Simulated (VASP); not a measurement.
# GaSb (P-6m2) in VASP: a series of runs

Runs on GaSb. Level: PBE. Tasks: single point.

Program: VASP 6.6.1. These are calculated values, not measurements. Logs are shortened: lines on timing, memory, paths and dates and some standing lists are left out, and cuts for length are marked.

## (1) The cell of the first run

The structure is hexagonal, space group P-6m2 (No. 187). The conventional cell has a = 4.128 Å, b = 4.128 Å, c = 3.464 Å, α = 90.00°, β = 90.00°, γ = 120.00°. Ga (site symmetry -6m2) has 6 Sb at 2.95 Å and 2 Ga at 3.46 Å within 3.9 Å. Sb (site symmetry -6m2) has 6 Ga at 2.95 Å and 2 Sb at 3.46 Å within 3.9 Å.

## (2) Single point, PBE

Contents of INCAR:

```
PREC = Accurate
ENCUT = 500
EDIFF = 1E-6
ISMEAR = 0
SIGMA = 0.2
LREAL = F
LASPH = T
NELM = 120
ALGO = Normal
ISIF = 2
LWAVE = F
LCHARG = F
GGA = PE
NBANDS = 16
GGA_COMPAT = F
```

Contents of KPOINTS:

```
Automatic mesh
0
Gamma
  6 6 5
```

Contents of POSCAR:

```
GaSb
1.0
    4.1279065018      0.0000000000      0.0000000000
   -2.0639532509      3.5748718950      0.0000000000
    0.0000000000      0.0000000000      3.4642306260
Ga Sb
1 1
Direct
    0.0000000000      0.0000000000      0.0000000000
    0.3333333333      0.6666666667      0.5000000000
```

Potentials or basis: VASP PAW PBE potentials, release 64 (Ga_d, Sb).

Command:

```
> cat potpaw_PBE.64/Ga_d/POTCAR potpaw_PBE.64/Sb/POTCAR > POTCAR
> mpirun -np 1 vasp_std > vasp.out
```

OUTCAR:

```text
PREC = Accurate
   ENCUT = 500
   EDIFF = 1E-6
   ISMEAR = 0
   LREAL = F
   LASPH = T
   NELM = 120
   ISIF = 2
   GGA = PE

 ion  position               nearest neighbor table
   1  0.000  0.000  0.000-   2 2.95   2 2.95   2 2.95   2 2.95   2 2.95   2 2.95
   2  0.333  0.667  0.500-   1 2.95   1 2.95   1 2.95   1 2.95   1 2.95   1 2.95

  LATTYP: Found a hexagonal cell.
 ALAT       =     4.1279065018
 C/A-ratio  =     0.8392221637

  Lattice vectors:

 A1 = (   4.1279065018,   0.0000000000,   0.0000000000)
 A2 = (  -2.0639532509,   3.5748718950,   0.0000000000)
 A3 = (   0.0000000000,   0.0000000000,   3.4642306260)

Analysis of symmetry for initial positions (statically):
=====================================================================
 Subroutine PRICEL returns:
 Original cell was already a primitive cell.

 Routine SETGRP: Setting up the symmetry group for a
 hexagonal supercell.

 Subroutine GETGRP returns: Found 12 space group operations
 (whereof 12 operations were pure point group operations)
 out of a pool of 24 trial point group operations.

The static configuration has the point symmetry D_3h.

Analysis of symmetry for dynamics (positions and initial velocities):
=====================================================================
 Subroutine PRICEL returns:
 Original cell was already a primitive cell.

 Routine SETGRP: Setting up the symmetry group for a
 hexagonal supercell.

 Subroutine GETGRP returns: Found 12 space group operations
 (whereof 12 operations were pure point group operations)
 out of a pool of 24 trial point group operations.

The dynamic configuration has the point symmetry D_3h.

 Subroutine INISYM returns: Found 12 space group operations
 (whereof 12 operations are pure point group operations),
 and found     1 'primitive' translations

----------------------------------------------------------------------------------------

                                     Primitive cell

  volume of cell :      51.1207

  direct lattice vectors                    reciprocal lattice vectors
     4.127906502  0.000000000  0.000000000     0.242253549  0.139865152  0.000000000
    -2.063953251  3.574871895  0.000000000     0.000000000  0.279730303  0.000000000
     0.000000000  0.000000000  3.464230626     0.000000000  0.000000000  0.288664384

  length of vectors
     4.127906502  4.127906502  3.464230626     0.279730303  0.279730303  0.288664384

  position of ions in fractional coordinates (direct lattice)
     0.000000000  0.000000000  0.000000000
     0.333333333  0.666666667  0.500000000

  ion indices of the primitive-cell ions
   primitive index   ion index
                 1           1
                 2           2

----------------------------------------------------------------------------------------

 KPOINTS: Automatic mesh

Automatic generation of k-mesh.
 Grid dimensions read from file:
 generate k-points for:    6    6    5

 Generating k-lattice:

  Cartesian coordinates                     Fractional coordinates (reciprocal lattice)
     0.040375591  0.023310859  0.000000000     0.166666667  0.000000000  0.000000000
     0.000000000  0.046621717  0.000000000     0.000000000  0.166666667  0.000000000
     0.000000000  0.000000000  0.057732877     0.000000000  0.000000000  0.200000000

  Length of vectors
     0.046621717  0.046621717  0.057732877

  Shift w.r.t. Gamma in fractional coordinates (k-lattice)
     0.000000000  0.000000000  0.000000000

 Subroutine IBZKPT returns following result:
 ===========================================

 Found     21 irreducible k-points:

 Following reciprocal coordinates:
            Coordinates               Weight
  0.000000  0.000000  0.000000      1.000000
  0.166667  0.000000  0.000000      6.000000
  0.333333  0.000000  0.000000      6.000000
  0.500000  0.000000  0.000000      3.000000
  0.166667  0.166667  0.000000      6.000000
  0.333333  0.166667  0.000000     12.000000
[... 13 lines left out ...]
  0.333333  0.166667  0.400000     24.000000
  0.333333  0.333333  0.400000      4.000000
   k-points           NKPTS =     21   k-points in BZ     NKDIM =     21   number of bands    NBANDS=     16
   number of dos      NEDOS =    301   number of ions     NIONS =      2
   total plane-waves  NPLWV =  25200
   dimension x,y,z NGX =    30 NGY =   30 NGZ =   28
   dimension x,y,z NGXF=    60 NGYF=   60 NGZF=   56
   ions per type =               1   1
   NGX,Y,Z   is equivalent  to a cutoff of  12.08, 12.08, 13.44 a.u.
   NGXF,Y,Z  is equivalent  to a cutoff of  24.16, 24.16, 26.87 a.u.
 SYSTEM =  unknown system
   PREC   = accura    normal or accurate (medium, high low for compatibility)
   ISTART =      0    job   : 0-new  1-cont  2-samecut
   ICHARG =      2    charge: 1-file 2-atom 10-const
   ISPIN  =      1    spin polarized calculation?
   LNONCOLLINEAR =      F non collinear calculations
   LSORBIT =      F    spin-orbit coupling
   LASPH  =      T    aspherical Exc in radial PAW
   ENCUT  =  500.0 eV  36.75 Ry    6.06 a.u.   7.53  7.53  6.32*2*pi/ulx,y,z
   NELM   =    120;   NELMIN=  2; NELMDL= -5     # of ELM steps
   EDIFF  = 0.1E-05   stopping-criterion for ELM
   LREAL  =      F    real-space projection
   EDIFFG = 0.1E-04   stopping-criterion for IOM
   NSW    =      0    number of steps for IOM
   IBRION =     -1    ionic relax: 0-MD 1-quasi-New 2-CG
   NFREE  =      0    steps in history (QN), initial steepest desc. (CG)
   ISIF   =      2    stress and relaxation
   ISYM   =      2    0-nonsym 1-usesym 2-fastsym
   POTIM  = 0.5000    time-step for ionic-motion
   TEBEG  =    0.0;   TEEND  =   0.0 temperature during run
   PSTRESS=    0.0 pullay stress
   NELECT =      18.0000    total number of electrons
   NUPDOWN=      -1.0000    fix difference up-down
   EMIN   =  10.00;   EMAX   =-10.00  energy-range for DOS
   EFERMI =   0.00;   METHOD = LEGACY
   ISMEAR =     0;   SIGMA  =   0.20  broadening in eV -4-tet -1-fermi 0-gaus
   EFERMI_NEDOS =   21; number of points for ismear=-14 and -15
   IALGO  =     38    algorithm
   IMIX   =      4    mixing-type and parameters
     AMIX     =   0.40;   BMIX     =  1.00
     AMIX_MAG =   1.60;   BMIX_MAG =  1.00
  volume/ion in A,a.u.               =      25.56       172.49
  Fermi-wavevector in a.u.,A,eV,Ry     =   1.156023  2.184567 18.182691  1.336390
  Thomas-Fermi vector in A             =   2.292647
   LORBIT       =      0    0 simple, 1 ext, 2 COOP (PROOUT), +10 PAW based schemes
   GGA     = PE    functional components
   LHFCALC =     F    Hartree Fock is set to
   AEXX    =    0.0000 exact exchange contribution
   IVDW    =     0    specifies the selected vdW correction
   LEPSILON=     F    determine dielectric tensor
   LRPA    =     F    only Hartree local field effects (RPA)
 non-spin polarized calculation
 Gauss-broadening in eV      SIGMA  =   0.20
  energy-cutoff  :      500.00
  volume of cell :       51.12
 maximum number of plane-waves:      1312
   NGX = 15   NGY = 15   NGZ = 13

 number of electron      18.0000009 magnetization

 Free energy of the ion-electron system (eV)
  ---------------------------------------------------
  ext. energy  EPLUGINS =         0.00000000
  ---------------------------------------------------
  free energy    TOTEN  =        -6.97477796 eV

  energy without entropy =       -6.95798249  energy(sigma->0) =       -6.96638023

 E-fermi :   5.9633     XC(G=0):  -9.8743

 val. band max:        5.8211188364   @ k =   0.1667   0.1667   0.4000
 cond. band min:       5.9637191143   @ k =   0.5000   0.0000   0.0000
 fundamental gap:      0.1426002780
 Fermi energy:         5.9633148680

 k-point     1 :       0.0000    0.0000    0.0000
  band No.  band energies     occupation
      1      -8.9322      2.00000
      2      -8.8987      2.00000
      3      -8.8987      2.00000
      4      -8.8840      2.00000
      5      -8.8840      2.00000
      6      -5.7783      2.00000
[... 8 lines left out ...]
     15      15.5300      0.00000
     16      18.3686      0.00000

 k-point     2 :       0.1667    0.0000    0.0000
  band No.  band energies     occupation
      1      -8.9305      2.00000
      2      -8.9028      2.00000
      3      -8.8933      2.00000
      4      -8.8866      2.00000
      5      -8.8842      2.00000
      6      -5.4960      2.00000
[... 8 lines left out ...]
     15      14.2360      0.00000
     16      17.0163      0.00000

 k-point     3 :       0.3333    0.0000    0.0000
  band No.  band energies     occupation
      1      -8.9278      2.00000
      2      -8.9104      2.00000
      3      -8.8918      2.00000
      4      -8.8847      2.00000
      5      -8.8824      2.00000
      6      -4.7276      2.00000
[... 8 lines left out ...]
     15      14.4433      0.00000
     16      17.1428      0.00000

 k-point     4 :       0.5000    0.0000    0.0000
  band No.  band energies     occupation
      1      -8.9271      2.00000
      2      -8.9134      2.00000
      3      -8.8943      2.00000
      4      -8.8850      2.00000
      5      -8.8769      2.00000
      6      -4.0850      2.00000
[... 8 lines left out ...]
     15      16.7335      0.00000
     16      17.1532      0.00000
[... 267 lines left out ...]
 k-point    19 :       0.1667    0.1667    0.4000
  band No.  band energies     occupation
      1      -8.9370      2.00000
      2      -8.9184      2.00000
      3      -8.8939      2.00000
      4      -8.8813      2.00000
      5      -8.8605      2.00000
      6      -3.1657      2.00000
[... 8 lines left out ...]
     15      14.5502      0.00000
     16      16.0853      0.00000

 k-point    20 :       0.3333    0.1667    0.4000
  band No.  band energies     occupation
      1      -8.9492      2.00000
      2      -8.9227      2.00000
      3      -8.8955      2.00000
      4      -8.8768      2.00000
      5      -8.8558      2.00000
      6      -2.4423      2.00000
[... 8 lines left out ...]
     15      16.6132      0.00000
     16      18.5269      0.00000

 k-point    21 :       0.3333    0.3333    0.4000
  band No.  band energies     occupation
      1      -8.9500      2.00000
      2      -8.9272      2.00000
      3      -8.8907      2.00000
      4      -8.8796      2.00000
      5      -8.8553      2.00000
      6      -2.1244      2.00000
[... 8 lines left out ...]
     15      16.8777      0.00000
     16      17.1704      0.00000

------------------------ aborting loop because EDIFF is reached ----------------------------------------

  FORCE on cell =-STRESS in cart. coord.  units (eV):
  Direction    XX          YY          ZZ          XY          YZ          ZX
  --------------------------------------------------------------------------------------
  -------------------------------------------------------------------------------------
  Total        0.0213827      0.0213827      0.0699164      0.0000000     -0.0000000      0.0000000
  in kB        0.6701571      0.6701571      2.1912541      0.0000000     -0.0000000      0.0000000
  external PRESSURE =       1.1771895 kB  Pullay stress =       0.0000000 kB

 VOLUME and BASIS-vectors are now :
 -----------------------------------------------------------------------------
  energy-cutoff  :      500.00
  volume of cell :       51.12
      direct lattice vectors                 reciprocal lattice vectors
     4.127906502  0.000000000  0.000000000     0.242253549  0.139865152  0.000000000
    -2.063953251  3.574871895  0.000000000     0.000000000  0.279730303  0.000000000
     0.000000000  0.000000000  3.464230626     0.000000000  0.000000000  0.288664384

 POSITION                                       TOTAL-FORCE (eV/Angst)
 -----------------------------------------------------------------------------------
      0.00000      0.00000      0.00000        -0.000000      0.000000      0.000000
     -0.00000      2.38325      1.73212         0.000000     -0.000000      0.000000
 -----------------------------------------------------------------------------------
    total drift:                                0.000000     -0.000000      0.000000

  FREE ENERGIE OF THE ION-ELECTRON SYSTEM (eV)
  ---------------------------------------------------
  free  energy   TOTEN  =        -6.9747779633 eV

  energy  without entropy=       -6.9579824920  energy(sigma->0) =       -6.96638023
```

Run time: 26 s. Hardware: 1 thread of Intel Xeon 8259CL, shared host; peak memory 0.17 GiB.

What came out:

```
Free energy            : -6.9748 eV
Pressure               : 0.1 GPa
Band gap on the k mesh : zero (band 9 reaches 8.68 eV, above the bottom of band 10 at 3.73 eV)
```

Stress tensor (GPa, compression positive):
```
0.07 0.00 0.00
0.00 0.07 0.00
0.00 0.00 0.22
```

Caveat: the k points lie up to 0.36 Å⁻¹ apart; spin-orbit coupling is left out, which moves the levels of the heavy elements.

## (3) Single point, PBE

This run uses another cell than the first one, of 24.47 Å³/atom, 0.957 times its volume.

INCAR is that of step 2.

Contents of KPOINTS:

```
Automatic mesh
0
Gamma
  7 7 4
```

Contents of POSCAR:

```
GaSb
1.0
    3.4288234663      0.0000000032      0.0000000000
   -1.7144117359      2.9694482253      0.0000000000
    0.0000000000      0.0000000000      4.8058421451
Ga Sb
1 1
Direct
    0.0000000000      0.0000000000      0.5000000000
    0.6666666667      0.3333333333      0.0000000000
```

Potentials or basis: VASP PAW PBE potentials, release 64 (Ga_d, Sb).

Command:

```
> cat potpaw_PBE.64/Ga_d/POTCAR potpaw_PBE.64/Sb/POTCAR > POTCAR
> mpirun -np 1 vasp_std > vasp.out
```

It took 27 s on 1 thread of Intel Xeon 8259CL, shared host; peak memory 0.18 GiB.

It converged, with:

| Quantity | Value |
| --- | --- |
| Free energy | -6.7488 eV |
| Pressure | -0.3 GPa |
| Band gap on the k mesh | zero (band 9 reaches 10.45 eV, above the bottom of band 10 at 4.26 eV) |

Stress tensor (GPa, compression positive):
```
-0.18  0.00  0.00
 0.00 -0.18  0.00
 0.00  0.00 -0.45
```

Levels at points of the mesh, in eV from the Fermi level:
```
           k point  band 5  band 6  band 7  band 8  band 9  band 10  band 11  band 12  band 13  band 14
(0.00, 0.00, 0.00)  -14.75  -11.96   -4.90   -4.15    3.64     3.64     6.80     6.80     7.71     9.51
(0.00, 0.00, 0.50)  -14.75  -11.28   -8.52    2.91    3.92     4.12     4.12     6.68     6.68     8.71
```

Caveat: spin-orbit coupling is left out, which moves the levels of the heavy elements.
